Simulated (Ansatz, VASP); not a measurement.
Two plane-wave programs on La

Contents of POSCAR:

```
La
1.0
    0.0000000000      2.6489949933      2.6489949933
    2.6489949933      0.0000000000      2.6489949933
    2.6489949933      2.6489949933      0.0000000000
La
1
Direct
    0.0000000000      0.0000000000      0.0000000000
```

Contents of INCAR.step1:

```
SYSTEM = La
PREC     = Accurate       ! precision mode
ENCUT    = 520            ! plane-wave cutoff, eV
ISMEAR   = 0              ! smearing method
SIGMA    = 0.05           ! smearing width, eV
LREAL    = .False.        ! projectors in reciprocal space
LASPH    = .True.         ! aspherical terms in the spheres
NELM     = 80             ! most SCF steps
NBANDS   = 12             ! bands
GGA      = PE             ! functional
ALGO     = Normal         ! electronic algorithm
EDIFF    = 1E-4           ! SCF threshold, eV
LWAVE    = .True.         ! write WAVECAR
LCHARG   = .False.        ! write CHGCAR
```

File INCAR.step2:

```
SYSTEM = La
PREC     = Accurate       ! precision mode
ENCUT    = 520            ! plane-wave cutoff, eV
EDIFF    = 1E-6           ! SCF threshold, eV
ISMEAR   = 0              ! smearing method
SIGMA    = 0.05           ! smearing width, eV
LREAL    = .False.        ! projectors in reciprocal space
LASPH    = .True.         ! aspherical terms in the spheres
NELM     = 80             ! most SCF steps
ALGO     = Normal         ! electronic algorithm
ISIF     = 2              ! what is computed and relaxed
LWAVE    = .False.        ! write WAVECAR
LCHARG   = .False.        ! write CHGCAR
METAGGA  = R2SCAN         ! meta-GGA
LMIXTAU  = .True.       
NBANDS   = 12             ! bands
ISTART   = 1
```

Contents of KPOINTS:

```
regular mesh
0
Gamma
  14 14 14
  0 0 0
```

Input for Ansatz:

```yaml
crystal:
  lattice:
    - [0.0, 2.6489949933, 2.6489949933]
    - [2.6489949933, 0.0, 2.6489949933]
    - [2.6489949933, 2.6489949933, 0.0]
  atoms:
    - { symbol: La, position: [0.0, 0.0, 0.0] }
basis:
  ecutwfc: 600
  ecutrho_ratio: 5
kpoints:
  mp_grid: { grid: [14, 14, 14] }
  band_path:
    path:
      - [[0.0, 0.0, 0.0], [0.5, 0.0, 0.5], [0.625, 0.25, 0.625]]
      - [[0.375, 0.375, 0.75], [0.0, 0.0, 0.0], [0.5, 0.5, 0.5], [0.5, 0.25, 0.75], [0.5, 0.0, 0.5]]
    npoints: 14
hamiltonian:
  xc: r2scan
scf:
  occupations: { method: gaussian, width: 0.05 }
  n_extra_bands: 11
output:
  forces: true
  stress: true
  eigenvalues: true
  populations: true
  hubbard: { sites: [{ species: La, l: f }] }
  dos: { projected: true, de: 0.02, nscf_kmesh: { grid: [21, 21, 21] } }
  bader: true
```

Alike in both runs: task single point; functional r2SCAN; k mesh 14 × 14 × 14; occupations gaussian, width 0.05 eV; no spin polarisation.

|  | VASP | Ansatz |
| --- | --- | --- |
| version | VASP 6.6.1 | Ansatz 0.2.0 |
| potentials or method | VASP PAW PBE potentials, release 64 (La), cutoff 520 eV | scalar-relativistic, plane waves, PAW |
| valence electrons in the cell | 11 | 11 |

```csv
,VASP,Ansatz,Ansatz less VASP
gap on the k mesh at the Fermi level (eV),none,none,-
pressure (GPa),0.1,0.0,-0.07
```

VASP's potentials were made for PBE, not for r2SCAN. A gap of «none» marks a metal or a gap that the smearing closes. The functional is the same, so the differences come from potentials, cutoffs and numerics.

Neither program's run includes spin-orbit coupling.
